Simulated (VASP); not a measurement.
Wanted: the native input for a VASP 6.6.1 run.

```yaml
Task: relaxation of cell and atoms
Functional: PBE
Potentials_or_basis: VASP PAW PBE potentials, release 64 (Ba_sv)
Cutoff: 600 eV
k_mesh: 12 × 12 × 12
Occupations: gaussian, width 0.1 eV
Spin: no spin polarisation
Dipole_correction: no
Further_INCAR_settings: ALGO = Fast; EDIFF = 1e-07; IBRION = 2; EDIFFG = -0.005; NSW = 100; ISIF = 3
```

The structure of Ba lies in POSCAR:

```
Ba
1.0
   -2.5000000000      2.5000000000      2.5000000000
    2.5000000000     -2.5000000000      2.5000000000
    2.5000000000      2.5000000000     -2.5000000000
Ba
1
Direct
    0.0000000000      0.0000000000      0.0000000000
```

These files were run (other wordings do the same):

INCAR

```
SYSTEM = Ba
  ALGO = Fast
  EDIFF = 1E-7
  EDIFFG = -0.005
  ENCUT = 600
  GGA = PE
  IBRION = 2
  ISIF = 3
  ISMEAR = 0
  LASPH = .TRUE.
  LCHARG = .FALSE.
  LREAL = .FALSE.
  LWAVE = .FALSE.
  NELM = 100
  NSW = 100
  PREC = Accurate
  SIGMA = 0.1
```

KPOINTS

```
k-points
0
G
  12 12 12
  0 0 0
```

Potentials or basis: VASP PAW PBE potentials, release 64 (Ba_sv).

Run with:

```console
$ cat potpaw_PBE.64/Ba_sv/POTCAR > POTCAR
$ mpirun -np 1 vasp_std > vasp.out
```

Results of the run:

```yaml
Relaxed_volume: 63.61 Å³/atom
Relaxed_cell: a = 4.356 Å, b = 4.356 Å, c = 4.356 Å, α = 109.47°, β = 109.47°, γ = 109.47°
Space_group_after_relaxing_to_0.05_Å: Im-3m (No. 229)
Energy_gained_by_relaxing: 0.5 meV/atom
Ionic_steps: 4
Pressure_after_relaxing: 0.0 GPa
Band_gap_on_the_k_mesh: zero (band 5 reaches 2.13 eV, above the bottom of band 6 at 1.08 eV)
```

Caveat: spin-orbit coupling is left out, which moves the levels of the heavy elements.

It took 5.1 min on 1 thread of AMD EPYC 9R45, with other jobs on the host, peak memory 0.21 GiB.
